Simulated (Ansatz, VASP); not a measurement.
## Cu: VASP beside Ansatz

File INCAR:

```
PREC = Accurate
ENCUT = 520
EDIFF = 1E-7
ISMEAR = 0
SIGMA = 0.15
LREAL = False
LASPH = True
NELM = 100
ALGO = Fast
ISIF = 2
LWAVE = False
LCHARG = True
GGA = PE
LELF = True
LVHAR = True
NBANDS = 12
```

Contents of KPOINTS:

```
regular mesh
0
Gamma
  22 22 22
```

Contents of POSCAR:

```
Cu
1.0
    0.0000000000      1.7736997500      1.8075000000
    1.8413002500      0.0000000000      1.8075000000
    1.8413002500      1.7736997500      0.0000000000
Cu
1
Direct
    0.0000000000      0.0000000000      0.0000000000
```

Input for Ansatz:

```yaml
crystal:
  lattice:
    - [0.0, 1.77369975, 1.8075]
    - [1.84130025, 0.0, 1.8075]
    - [1.84130025, 1.77369975, 0.0]
  atoms:
    - { symbol: Cu, position: [0.0, 0.0, 0.0] }
basis:
  ecutwfc: 420
kpoints:
  mp_grid: { grid: [22, 22, 22] }
hamiltonian:
  xc: pbe
scf:
  occupations: { method: gaussian, width: 0.15 }
output:
  forces: true
  stress: true
  eigenvalues: true
```

Change from the starting cell: strain +0.0187 x Voigt [1, -1, 0, 0, 0, 0], atoms carried along.

Alike in both runs: task single point; functional PBE; k mesh 22 × 22 × 22; occupations gaussian, width 0.15 eV; no spin polarisation.

```csv
,VASP,Ansatz
version,VASP 6.6.1,Ansatz 0.2.0
potentials or method,"VASP PAW PBE potentials, release 64 (Cu), cutoff 520 eV","scalar-relativistic, plane waves, PAW"
valence electrons in the cell,11,19
```

Ansatz gave:

```
gap on the k mesh at the Fermi level (eV)                     : none
pressure (GPa)                                                : 1.9
traceless stress, the component that is largest in VASP (GPa) : -1.19
```

Question: What did VASP give for the same quantities?

Answer: gap on the k mesh at the Fermi level (eV): none; pressure (GPa): 2.5; traceless stress, the component that is largest in VASP (GPa): -1.19.

A gap of «none» marks a metal or a gap that the smearing closes. The functional is the same, so the differences come from potentials, cutoffs and numerics. VASP's potentials hold 11 valence electrons a cell and Ansatz's 19, so a difference there can come from the potentials and not from the codes.
